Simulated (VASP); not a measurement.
# TiSi (Cmmm) in VASP: a series of runs, part 2 of 2

VASP 6.6.1. Earlier steps stand in the parts before.

### 4 Single point, PBEsol (strain +0.030 along x and y, +0.015 along z)

INCAR

```
SYSTEM = TiSi
  PREC = Accurate
  ENCUT = 520
  EDIFF = 1E-6
  ISMEAR = 0
  SIGMA = 0.15
  LREAL = .False.
  LASPH = .True.
  NELM = 80
  ALGO = Normal
  ISIF = 2
  LWAVE = .False.
  LCHARG = .False.
  GGA = PS
  NBANDS = 15
```

KPOINTS

```
Automatic mesh
0
Gamma
  18 18 12
  0 0 0
```

POSCAR

```
TiSi
1.0
    1.8706633400     -2.1811527200      0.0000000000
    1.8706633400      2.1811527200      0.0000000000
    0.0000000000      0.0000000000      3.8609930100
Ti Si
1 1
Direct
    0.5000000000      0.5000000000      0.0000000000
    0.0000000000      0.0000000000      0.5000000000
```

Potentials or basis: VASP PAW PBE potentials, release 64 (Ti_sv, Si).

Launch:

```bash
> cat potpaw_PBE.64/Ti_sv/POTCAR potpaw_PBE.64/Si/POTCAR > POTCAR
> mpirun -np 1 vasp_std > vasp.out
```

OUTCAR:

```text
SYSTEM = TiSi
   PREC = Accurate
   ENCUT = 520
   EDIFF = 1E-6
   ISMEAR = 0
   LREAL = .False.
   LASPH = .True.
   NELM = 80
   ISIF = 2
   GGA = PS

 ion  position               nearest neighbor table
   1  0.500  0.500  0.000-   2 2.69   2 2.69   2 2.69   2 2.69   2 2.91   2 2.91   2 2.91   2 2.91

   2  0.000  0.000  0.500-   1 2.69   1 2.69   1 2.69   1 2.69   1 2.91   1 2.91   1 2.91   1 2.91

  LATTYP: Found a base centered orthorhombic cell.
 ALAT       =     3.7413266800
 B/A-ratio  =     1.1659782246
 C/A-ratio  =     1.0319849990

  Lattice vectors:

 A1 = (   1.8706633400,  -2.1811527200,   0.0000000000)
 A2 = (   1.8706633400,   2.1811527200,   0.0000000000)
 A3 = (   0.0000000000,   0.0000000000,   3.8609930100)

Analysis of symmetry for initial positions (statically):
=====================================================================
 Subroutine PRICEL returns:
 Original cell was already a primitive cell.

 Routine SETGRP: Setting up the symmetry group for a
 base centered orthorhombic supercell.

 Subroutine GETGRP returns: Found  8 space group operations
 (whereof  8 operations were pure point group operations)
 out of a pool of  8 trial point group operations.

The static configuration has the point symmetry D_2h.

Analysis of symmetry for dynamics (positions and initial velocities):
=====================================================================
 Subroutine PRICEL returns:
 Original cell was already a primitive cell.

 Routine SETGRP: Setting up the symmetry group for a
 base centered orthorhombic supercell.

 Subroutine GETGRP returns: Found  8 space group operations
 (whereof  8 operations were pure point group operations)
 out of a pool of  8 trial point group operations.

The dynamic configuration has the point symmetry D_2h.

 Subroutine INISYM returns: Found  8 space group operations
 (whereof  8 operations are pure point group operations),
 and found     1 'primitive' translations

----------------------------------------------------------------------------------------

[... 123 lines left out ...]
 non-spin polarized calculation
 Gauss-broadening in eV      SIGMA  =   0.15
  energy-cutoff  :      520.00
  volume of cell :       31.51
 maximum number of plane-waves:       868
 NGX is ok and might be reduce to    24
   NGX = 11   NGY = 11   NGZ = 15

 number of electron      15.9999999 magnetization

 Free energy of the ion-electron system (eV)
  ---------------------------------------------------
  ext. energy  EPLUGINS =         0.00000000
  ---------------------------------------------------
  free energy    TOTEN  =       -15.20119829 eV

  energy without entropy =      -15.18732328  energy(sigma->0) =      -15.19426079

 E-fermi :   9.1293     XC(G=0): -11.4983

 val. band max:        9.1288783213   @ k =   0.4444   0.2222   0.3333
 cond. band min:       9.1333189954   @ k =   0.3333   0.2222   0.4167
 fundamental gap:      0.0044406741
 Fermi energy:         9.1292967762

 k-point     1 :       0.0000    0.0000    0.0000
  band No.  band energies     occupation
      1     -47.4969      2.00000
      2     -23.9846      2.00000
      3     -23.6385      2.00000
      4     -23.5487      2.00000
      5      -2.0955      2.00000
      6       6.9623      2.00000
      7       7.6387      2.00000
      8       8.1356      2.00000
      9      10.6333      0.00000
     10      11.2336      0.00000
     11      11.7215      0.00000
     12      13.7785      0.00000
     13      14.5719      0.00000
     14      15.0014      0.00000
[... 401 lines left out ...]
      2     -23.9622      2.00000
      3     -23.7726      2.00000
      4     -23.5863      2.00000
      5      -1.2013      2.00000
      6       7.2340      2.00000
      7       7.2762      2.00000
      8       7.9124      2.00000
      9      10.7664      0.00000
     10      10.7948      0.00000
     11      11.4038      0.00000
     12      11.9359      0.00000
     13      15.0060      0.00000
     14      15.3539      0.00000
     15      18.9896      0.00000

 [... further k-points ...]

------------------------ aborting loop because EDIFF is reached ----------------------------------------

  FORCE on cell =-STRESS in cart. coord.  units (eV):
  Direction    XX          YY          ZZ          XY          YZ          ZX
  --------------------------------------------------------------------------------------
  -------------------------------------------------------------------------------------
  Total       -2.5762814     -2.2211685     -2.3661585     -0.0000000      0.0000000      0.0000000
  in kB     -131.0065966   -112.9487324   -120.3216242     -0.0000000      0.0000000      0.0000000
  external PRESSURE =    -121.4256511 kB  Pullay stress =       0.0000000 kB

 VOLUME and BASIS-vectors are now :
 -----------------------------------------------------------------------------
  energy-cutoff  :      520.00
  volume of cell :       31.51
      direct lattice vectors                 reciprocal lattice vectors
     1.870663340 -2.181152720  0.000000000     0.267284866 -0.229236585  0.000000000
     1.870663340  2.181152720  0.000000000     0.267284866  0.229236585  0.000000000
     0.000000000  0.000000000  3.860993010     0.000000000  0.000000000  0.259000728

 POSITION                                       TOTAL-FORCE (eV/Angst)
 -----------------------------------------------------------------------------------
      1.87066      0.00000      0.00000         0.000000      0.000000      0.000000
      0.00000      0.00000      1.93050        -0.000000     -0.000000      0.000000
 -----------------------------------------------------------------------------------
    total drift:                               -0.000000     -0.000000     -0.000000

  FREE ENERGIE OF THE ION-ELECTRON SYSTEM (eV)
  ---------------------------------------------------
  free  energy   TOTEN  =       -15.2011982877 eV

  energy  without entropy=      -15.1873232847  energy(sigma->0) =      -15.19426079
```

It took 2.9 min on 1 thread of Intel Xeon 6975P-C, shared host; peak memory 0.4 GiB.

Results:

```
Free energy            : -15.2012 eV
Pressure               : -12.1 GPa
Band gap on the k mesh : zero (band 8 reaches 9.73 eV, above the bottom of band 9 at 8.35 eV)
```

Caveat: the cell differs from its parent crystal (strain +0.030 along x and y, +0.015 along z); the PAW data sets were made with another functional, which shifts forces and pressure a little.

### 5 Single point, PBEsol (strain +0.030 along x and y, +0.030 along z)

INCAR

```
SYSTEM = TiSi
  PREC = Accurate
  ENCUT = 520
  EDIFF = 1E-6
  ISMEAR = 0
  SIGMA = 0.15
  LREAL = .False.
  LASPH = .True.
  NELM = 60
  ALGO = Normal
  ISIF = 2
  LWAVE = .False.
  LCHARG = .True.
  GGA = PS
  LELF = .True.
  LVHAR = .True.
  NBANDS = 15
```

KPOINTS

```
regular mesh
0
Gamma
  18 18 12
  0 0 0
```

POSCAR: that of step 4 with these lines changed.

```diff
@@ -4,3 +4,3 @@
     1.8706633400      2.1811527200      0.0000000000
-    0.0000000000      0.0000000000      3.8609930100
+    0.0000000000      0.0000000000      3.9180520200
 Ti Si
```

Launch:

```bash
> cat potpaw_PBE.64/Ti_sv/POTCAR potpaw_PBE.64/Si/POTCAR > POTCAR
> mpirun -np 1 vasp_std > vasp.out
```

Run time: 2.4 min. Hardware: 1 thread of Intel Xeon 6975P-C, shared host; peak memory 0.4 GiB.

Results (log left out):

```yaml
Free_energy: -15.1624 eV
Pressure: -13.7 GPa
Band_gap_on_the_k_mesh: zero (band 8 reaches 9.58 eV, above the bottom of band 9 at 8.21 eV)
```

Stress tensor (GPa, compression positive):
```
-14.07   0.00   0.00
  0.00 -12.25   0.00
  0.00   0.00 -14.73
```

Levels at points of the mesh, in eV from the Fermi level:
```
           k point  band 6  band 7  band 8  band 9  band 10  band 11
(0.00, 0.00, 0.00)   -2.18   -1.65   -0.97    1.50     2.08     2.59
(0.50, 0.00, 0.00)   -5.90   -2.59   -0.74    1.48     2.07     3.78
(0.50, 0.50, 0.00)   -3.52   -1.46   -1.08   -0.70    -0.23     2.29
(0.00, 0.00, 0.50)   -6.18   -0.72    0.52    0.53     1.52     2.65
(0.50, 0.00, 0.50)   -4.49   -2.56   -1.62    1.25     1.63     1.66
(0.50, 0.50, 0.50)   -3.46   -3.42   -3.07    1.89     2.37     2.66
```

Caveat: the cell differs from its parent crystal (strain +0.030 along x and y, +0.030 along z); the PAW data sets were made with another functional, which shifts forces and pressure a little.

### 6 The runs side by side

```csv
cell,gap on the mesh (eV),pressure (GPa)
"a = 2.873, b = 2.873, c = 3.804 Å, angles 90.0, 90.0, 98.8°, 2 atoms",none,-10.5
"a = 2.832, b = 2.832, c = 3.918 Å, angles 90.0, 90.0, 98.8°, 2 atoms",none,-11.2
"a = 2.873, b = 2.873, c = 3.861 Å, angles 90.0, 90.0, 98.8°, 2 atoms",none,-12.1
"a = 2.873, b = 2.873, c = 3.918 Å, angles 90.0, 90.0, 98.8°, 2 atoms",none,-13.7
```

Alike in all rows: task single point; level PBEsol; potentials or basis VASP PAW PBE potentials, release 64 (Ti_sv, Si); no spin polarisation; k mesh 18 × 18 × 12; cutoff (eV) 520; smearing gaussian 0.15 eV.

Caveats: the PAW data sets were made with another functional, which shifts forces and pressure a little.

Total energies depend on the potentials used, so only differences within one code and one set of settings carry meaning.
